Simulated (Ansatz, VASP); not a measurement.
# Two plane-wave programs on Li2O

```
O Li
1.0
     0.00000    2.31249    2.31249
     2.31249    0.00000    2.31249
     2.31249    2.31249    0.00000
O Li
1 2
Direct
  0.00000 0.00000 0.00000
  0.25000 0.25000 0.25000
  0.75000 0.75000 0.75000
```

Alike in both runs: functional PBE; k mesh 8 × 8 × 8; occupations gaussian, width 0.02 eV; no spin polarisation.

Ansatz relaxed the structure, and its values are those at the end. VASP's run is a single point on that final structure, the one shown.

```csv
,VASP,Ansatz
version,VASP 6.6.1,Ansatz 0.2.0
potentials or method,"VASP PAW PBE potentials, release 64 (O, Li_sv), cutoff 750 eV","scalar-relativistic, plane waves, PAW"
valence electrons in the cell,12,12
```

|  | VASP | Ansatz | Ansatz less VASP |
| --- | --- | --- | --- |
| gap on the k mesh at the Fermi level (eV) | 4.97 | 4.99 | +0.014 |
| least direct gap on the mesh (eV) | 5.24 | 5.24 | 0.000 |
| pressure (GPa) | -0.3 | 0.0 | +0.28 |
